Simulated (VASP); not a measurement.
# BaHfO3 (Pm-3m) in VASP: single point with HSE06

Aim: the single point of BaHfO3 with HSE06.

All numbers are computed with VASP 6.6.1; they aren't measurements. Logs are shortened: lines on timing, memory, paths and dates and some standing lists are left out, and cuts for length are marked.

### Step 1. The cell of the first run

It takes space group Pm-3m (No. 221, cubic). Conventional cell: a = 4.177 Å, b = 4.177 Å, c = 4.177 Å, α = 90.00°, β = 90.00°, γ = 90.00°. Within 3.9 Å of Ba (site symmetry m-3m) lie 12 O at 2.95 Å and 8 Hf at 3.62 Å. Hf (site symmetry m-3m) has 6 O at 2.09 Å within 2.8 Å. O (site symmetry 4/mmm) has 2 Hf at 2.09 Å within 2.8 Å.

### Step 2. Single point, HSE06

POSCAR reads:

```
BaHfO3
1.0
    4.1770587708      0.0000000000      0.0000000000
    0.0000000000      4.1770587708      0.0000000000
    0.0000000000      0.0000000000      4.1770587708
Ba Hf O
1 1 3
Direct
    0.0000000000      0.0000000000      0.0000000000
    0.5000000000      0.5000000000      0.5000000000
    0.5000000000      0.5000000000      0.0000000000
    0.5000000000      0.0000000000      0.5000000000
    0.0000000000      0.5000000000      0.5000000000
```

INCAR.step1 reads:

```
SYSTEM = BaHfO3
PREC = Accurate ; ENCUT = 520
EDIFF = 1E-5 ; ISMEAR = 0
SIGMA = 0.01 ; LREAL = .FALSE.
LASPH = .TRUE. ; NELM = 60
ALGO = Normal ; ISIF = 2
LWAVE = .TRUE. ; LCHARG = .FALSE.
NBANDS = 27 ; GGA = PE
```

INCAR.step2 reads:

```
SYSTEM = BaHfO3
PREC = Accurate ; ENCUT = 520
EDIFF = 1E-6 ; ISMEAR = 0
SIGMA = 0.01 ; LREAL = .FALSE.
LASPH = .TRUE. ; NELM = 60
ALGO = Normal ; ISIF = 2
LWAVE = .FALSE. ; LCHARG = .FALSE.
GGA = PE ; LHFCALC = .TRUE.
HFSCREEN = 0.2079 ; PRECFOCK = Fast
NBANDS = 27 ; ISTART = 1
```

KPOINTS reads:

```
Automatic mesh
0
G
  4 4 4
  0 0 0
```

Potentials or basis: VASP PAW PBE potentials, release 64 (Ba_sv, Hf_pv, O).

The run is started by

```bash
cat potpaw_PBE.64/Ba_sv/POTCAR potpaw_PBE.64/Hf_pv/POTCAR potpaw_PBE.64/O/POTCAR > POTCAR
cp INCAR.step1 INCAR
mpirun -np 1 vasp_std > vasp.out
cp INCAR.step2 INCAR
mpirun -np 1 vasp_std > vasp.out
```

OUTCAR:

```text
SYSTEM = BaHfO3
   PREC = Accurate
   ENCUT = 520
   EDIFF = 1E-6
   ISMEAR = 0
   LREAL = .FALSE.
   LASPH = .TRUE.
   NELM = 60
   ISIF = 2
   GGA = PE
   LHFCALC = .TRUE.
   HFSCREEN = 0.2079
   PRECFOCK = Fast
   ISTART = 1

 ion  position               nearest neighbor table
   1  0.000  0.000  0.000-   3 2.95   4 2.95   5 2.95   4 2.95   5 2.95   3 2.95   5 2.95   5 2.95
                             3 2.95   4 2.95   4 2.95   3 2.95   2 3.62   2 3.62   2 3.62   2 3.62
   2  0.500  0.500  0.500-   3 2.09   4 2.09   5 2.09   3 2.09   4 2.09   5 2.09   1 3.62   1 3.62
                             1 3.62   1 3.62   1 3.62   1 3.62   1 3.62   1 3.62
   3  0.500  0.500  0.000-   2 2.09   2 2.09   1 2.95   1 2.95   1 2.95   1 2.95
   4  0.500  0.000  0.500-   2 2.09   2 2.09   1 2.95   1 2.95   1 2.95   1 2.95
   5  0.000  0.500  0.500-   2 2.09   2 2.09   1 2.95   1 2.95   1 2.95   1 2.95

  LATTYP: Found a simple cubic cell.
 ALAT       =     4.1770587708

  Lattice vectors:

 A1 = (   4.1770587708,   0.0000000000,   0.0000000000)
 A2 = (   0.0000000000,   4.1770587708,   0.0000000000)
 A3 = (   0.0000000000,   0.0000000000,   4.1770587708)

Analysis of symmetry for initial positions (statically):
=====================================================================
 Subroutine PRICEL returns:
 Original cell was already a primitive cell.

 Routine SETGRP: Setting up the symmetry group for a
 simple cubic supercell.

 Subroutine GETGRP returns: Found 48 space group operations
 (whereof 48 operations were pure point group operations)
 out of a pool of 48 trial point group operations.

The static configuration has the point symmetry O_h .

Analysis of symmetry for dynamics (positions and initial velocities):
=====================================================================
 Subroutine PRICEL returns:
 Original cell was already a primitive cell.

 Routine SETGRP: Setting up the symmetry group for a
 simple cubic supercell.

 Subroutine GETGRP returns: Found 48 space group operations
 (whereof 48 operations were pure point group operations)
 out of a pool of 48 trial point group operations.

The dynamic configuration has the point symmetry O_h .

 Subroutine INISYM returns: Found 48 space group operations
 (whereof 48 operations are pure point group operations),
 and found     1 'primitive' translations

----------------------------------------------------------------------------------------

                                     Primitive cell

  volume of cell :      72.8806

  direct lattice vectors                    reciprocal lattice vectors
     4.177058771  0.000000000  0.000000000     0.239402904  0.000000000  0.000000000
     0.000000000  4.177058771  0.000000000     0.000000000  0.239402904  0.000000000
     0.000000000  0.000000000  4.177058771     0.000000000  0.000000000  0.239402904

  length of vectors
     4.177058771  4.177058771  4.177058771     0.239402904  0.239402904  0.239402904

  position of ions in fractional coordinates (direct lattice)
     0.000000000  0.000000000  0.000000000
     0.500000000  0.500000000  0.500000000
     0.500000000  0.500000000  0.000000000
     0.500000000  0.000000000  0.500000000
     0.000000000  0.500000000  0.500000000

  ion indices of the primitive-cell ions
   primitive index   ion index
                 1           1
                 2           2
                 3           3
                 4           4
                 5           5

----------------------------------------------------------------------------------------

 KPOINTS: Automatic mesh

Automatic generation of k-mesh.
 Grid dimensions read from file:
 generate k-points for:    4    4    4

 Generating k-lattice:

  Cartesian coordinates                     Fractional coordinates (reciprocal lattice)
     0.059850726  0.000000000  0.000000000     0.250000000  0.000000000  0.000000000
     0.000000000  0.059850726  0.000000000     0.000000000  0.250000000  0.000000000
     0.000000000  0.000000000  0.059850726     0.000000000  0.000000000  0.250000000

  Length of vectors
     0.059850726  0.059850726  0.059850726

  Shift w.r.t. Gamma in fractional coordinates (k-lattice)
     0.000000000  0.000000000  0.000000000

 Subroutine IBZKPT returns following result:
 ===========================================

 Found     10 irreducible k-points:

 Following reciprocal coordinates:
            Coordinates               Weight
  0.000000  0.000000  0.000000      1.000000
  0.250000  0.000000  0.000000      6.000000
  0.500000  0.000000  0.000000      3.000000
  0.250000  0.250000  0.000000     12.000000
  0.500000  0.250000  0.000000     12.000000
  0.500000  0.500000  0.000000      3.000000
  0.250000  0.250000  0.250000      8.000000
  0.500000  0.250000  0.250000     12.000000
  0.500000  0.500000  0.250000      6.000000
  0.500000  0.500000  0.500000      1.000000
   k-points           NKPTS =     10   k-points in BZ     NKDIM =     64   number of bands    NBANDS=     27
   number of dos      NEDOS =    301   number of ions     NIONS =      5
   total plane-waves  NPLWV =  32768
   dimension x,y,z NGX =    32 NGY =   32 NGZ =   32
   dimension x,y,z NGXF=    64 NGYF=   64 NGZF=   64
   ions per type =               1   1   3
   NGX,Y,Z   is equivalent  to a cutoff of  12.74, 12.74, 12.74 a.u.
   NGXF,Y,Z  is equivalent  to a cutoff of  25.47, 25.47, 25.47 a.u.
 SYSTEM =  BaHfO3
   PREC   = accura    normal or accurate (medium, high low for compatibility)
   ISTART =      1    job   : 0-new  1-cont  2-samecut
   ICHARG =      0    charge: 1-file 2-atom 10-const
   ISPIN  =      1    spin polarized calculation?
   LNONCOLLINEAR =      F non collinear calculations
   LSORBIT =      F    spin-orbit coupling
   LASPH  =      T    aspherical Exc in radial PAW
   ENCUT  =  520.0 eV  38.22 Ry    6.18 a.u.   7.77  7.77  7.77*2*pi/ulx,y,z
   NELM   =     60;   NELMIN=  2; NELMDL=  0     # of ELM steps
   EDIFF  = 0.1E-05   stopping-criterion for ELM
   LREAL  =      F    real-space projection
   EDIFFG = 0.1E-04   stopping-criterion for IOM
   NSW    =      0    number of steps for IOM
   IBRION =     -1    ionic relax: 0-MD 1-quasi-New 2-CG
   NFREE  =      0    steps in history (QN), initial steepest desc. (CG)
   ISIF   =      2    stress and relaxation
   ISYM   =      3    0-nonsym 1-usesym 2-fastsym
   POTIM  = 0.5000    time-step for ionic-motion
   TEBEG  =    0.0;   TEEND  =   0.0 temperature during run
   PSTRESS=    0.0 pullay stress
   NELECT =      38.0000    total number of electrons
   NUPDOWN=      -1.0000    fix difference up-down
   EMIN   =  10.00;   EMAX   =-10.00  energy-range for DOS
   EFERMI =   0.00;   METHOD = LEGACY
   ISMEAR =     0;   SIGMA  =   0.01  broadening in eV -4-tet -1-fermi 0-gaus
   EFERMI_NEDOS =   21; number of points for ismear=-14 and -15
   IALGO  =     38    algorithm
   IMIX   =      1    mixing-type and parameters
     AMIX     =   0.40;   BMIX     =  1.00
     AMIX_MAG =   1.60;   BMIX_MAG =  1.00
  volume/ion in A,a.u.               =      14.58        98.36
  Fermi-wavevector in a.u.,A,eV,Ry     =   1.317646  2.489990 23.622316  1.736191
  Thomas-Fermi vector in A             =   2.447672
   LORBIT       =      0    0 simple, 1 ext, 2 COOP (PROOUT), +10 PAW based schemes
   GGA     = PE    functional components
   LHFCALC =     T    Hartree Fock is set to
   PRECFOCK=fast      Normal, Fast or Accurate (Low or Medium for compatibility)
   ENCUT4O =  -1.0   cutoff for four orbital integrals eV
   NKREDX  =     1    reduce k-point grid by
   NKREDY  =     1    reduce k-point grid by
   NKREDZ  =     1    reduce k-point grid by
   AEXX    =    0.2500 exact exchange contribution
   HFSCREEN=    0.2079 screening length (either q_TF or 0.3 A-1)
   HFSCREENC=   0.2079 screening length for correlation (either q_TF or 0.3 A-1)
   ENCUTFOCK=  -1.0 apply spherical cutoff to Coloumb kernel
   IVDW    =     0    specifies the selected vdW correction
   LEPSILON=     F    determine dielectric tensor
   LRPA    =     F    only Hartree local field effects (RPA)
 non-spin polarized calculation
 Gauss-broadening in eV      SIGMA  =   0.01
  energy-cutoff  :      520.00
  volume of cell :       72.88
 maximum number of plane-waves:      1986
 NGX is ok and might be reduce to    32
  NGX = 18; NGY = 18; NGZ = 18

 number of electron      38.0000005 magnetization

 Free energy of the ion-electron system (eV)
  ---------------------------------------------------
  ext. energy  EPLUGINS =         0.00000000
  ---------------------------------------------------
  free energy    TOTEN  =       -51.67987030 eV

  energy without entropy =      -51.67987030  energy(sigma->0) =      -51.67987030

 E-fermi :   1.4549     XC(G=0):  -8.9054

 val. band max:        1.3692695206   @ k =   0.5000   0.5000   0.5000
 cond. band min:       6.4162636684   @ k =   0.0000   0.0000   0.0000
 fundamental gap:      5.0469941478
 Fermi energy:         1.4548739029

 k-point     1 :       0.0000    0.0000    0.0000
  band No.  band energies     occupation
      1     -28.9824      2.00000
      2     -28.9824      2.00000
      3     -28.9824      2.00000
      4     -25.2422      2.00000
      5     -16.8914      2.00000
      6     -16.3432      2.00000
[... 19 lines left out ...]
     26      11.4963      0.00000
     27      11.4964      0.00000

 k-point     2 :       0.2500    0.0000    0.0000
  band No.  band energies     occupation
      1     -29.0631      2.00000
      2     -28.9790      2.00000
      3     -28.9790      2.00000
      4     -25.1987      2.00000
      5     -16.8939      2.00000
      6     -16.3306      2.00000
[... 19 lines left out ...]
     26      11.1533      0.00000
     27      11.4982      0.00000

 k-point     3 :       0.5000    0.0000    0.0000
  band No.  band energies     occupation
      1     -29.1412      2.00000
      2     -28.9756      2.00000
      3     -28.9756      2.00000
      4     -25.1554      2.00000
      5     -16.9874      2.00000
      6     -16.3178      2.00000
[... 174 lines left out ...]
      1     -29.1238      2.00000
      2     -29.1238      2.00000
      3     -29.0455      2.00000
      4     -25.1003      2.00000
      5     -16.0881      2.00000
      6     -15.6013      2.00000
[... 19 lines left out ...]
     26      11.5119      0.00000
     27      12.6615      0.00000

 k-point    10 :       0.5000    0.5000    0.5000
  band No.  band energies     occupation
      1     -29.1198      2.00000
      2     -29.1198      2.00000
      3     -29.1198      2.00000
      4     -25.0790      2.00000
      5     -15.5465      2.00000
      6     -15.5465      2.00000
[... 19 lines left out ...]
     26      12.3844      0.00000
     27      12.3844      0.00000

------------------------ aborting loop because EDIFF is reached ----------------------------------------

  FORCE on cell =-STRESS in cart. coord.  units (eV):
  Direction    XX          YY          ZZ          XY          YZ          ZX
  --------------------------------------------------------------------------------------
  -------------------------------------------------------------------------------------
  Total       -0.6755356     -0.6755356     -0.6755356     -0.0000000     -0.0000000      0.0000000
  in kB      -14.8507038    -14.8507038    -14.8507038     -0.0000000     -0.0000000      0.0000000
  external PRESSURE =     -14.8507038 kB  Pullay stress =       0.0000000 kB

 VOLUME and BASIS-vectors are now :
 -----------------------------------------------------------------------------
  energy-cutoff  :      520.00
  volume of cell :       72.88
      direct lattice vectors                 reciprocal lattice vectors
     4.177058771  0.000000000  0.000000000     0.239402904  0.000000000  0.000000000
     0.000000000  4.177058771  0.000000000     0.000000000  0.239402904  0.000000000
     0.000000000  0.000000000  4.177058771     0.000000000  0.000000000  0.239402904

 POSITION                                       TOTAL-FORCE (eV/Angst)
 -----------------------------------------------------------------------------------
      0.00000      0.00000      0.00000         0.000000      0.000000      0.000000
      2.08853      2.08853      2.08853         0.000000      0.000000      0.000000
      2.08853      2.08853      0.00000         0.000000      0.000000      0.000000
      2.08853      0.00000      2.08853         0.000000      0.000000      0.000000
      0.00000      2.08853      2.08853         0.000000      0.000000      0.000000
 -----------------------------------------------------------------------------------
    total drift:                                0.000002      0.000002      0.000001

  FREE ENERGIE OF THE ION-ELECTRON SYSTEM (eV)
  ---------------------------------------------------
  free  energy   TOTEN  =       -51.6798703013 eV

  energy  without entropy=      -51.6798703013  energy(sigma->0) =      -51.67987030
```

Run time: 33 min. Hardware: 1 thread of Oxide Virtual Turin-like, shared host; peak memory 0.27 GiB.

What came out:

```
Free energy            : -51.6799 eV
Pressure               : -1.5 GPa
Band gap on the k mesh : 5.05 eV (least direct gap 5.30 eV)
```

Caveat: the PAW data sets were made with another functional, which shifts forces and pressure a little; spin-orbit coupling is left out, which moves the levels of the heavy elements. A k mesh can miss the band edges.
